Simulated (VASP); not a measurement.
Write the native input for VASP 6.6.1 that does the following.

```yaml
Task: single point
Functional: PBE
Dispersion: D3(BJ)
Potentials_or_basis: VASP PAW PBE potentials, release 64 (Sn_d, O)
Cutoff: 520 eV
k_mesh: 6 × 6 × 1
Occupations: gaussian, width 0.02 eV
Spin: no spin polarisation
Dipole_correction: yes
Further_INCAR_settings: ALGO = Normal; EDIFF = 1e-07; NBANDS = 28
```

The structure of SnO lies in POSCAR:

```
SnO
1.0
    3.7441492434      0.0000000000      0.0000000000
    0.0000000000      3.7441492434      0.0000000000
    0.0000000000      0.0000000000     30.6334027017
Sn O
2 2
Direct
    0.5000000000      0.0000000000      0.4606403448
    0.0000000000      0.5000000000      0.5393596552
    0.0000000000      0.0000000000      0.5000000000
    0.5000000000      0.5000000000      0.5000000000
```

This cell differs from its parent crystal: biaxial strain -0.020, then relaxed in part.

The input as run:

INCAR

```
PREC = Accurate
ENCUT = 520
EDIFF = 1E-7
ISMEAR = 0
SIGMA = 0.02
LREAL = False
LASPH = True
NELM = 100
ALGO = Normal
ISIF = 2
LWAVE = False
LCHARG = False
LDIPOL = True
IDIPOL = 3
DIPOL = 0.5 0.5 0.500
GGA = PE
IVDW = 12
NBANDS = 28
```

KPOINTS

```
Automatic mesh
0
Gamma
  6 6 1
```

Potentials or basis: VASP PAW PBE potentials, release 64 (Sn_d, O).

The run is started by

```bash
$ cat potpaw_PBE.64/Sn_d/POTCAR potpaw_PBE.64/O/POTCAR > POTCAR
$ mpirun -np 1 vasp_std > vasp.out
```

Results of the run:

The largest force is 0.097 eV/Å and the band gap on the k mesh is 3.15 eV, indirect (least direct gap 3.29 eV). The dispersion energy per atom is -0.143 eV.

Caveat: the cell differs from its parent crystal (biaxial strain -0.020, then relaxed in part); spin-orbit coupling is left out, which moves the levels of the heavy elements.

It took 3.3 min on 1 thread of Intel Xeon 6975P-C, on a shared host, peak memory 0.47 GiB.
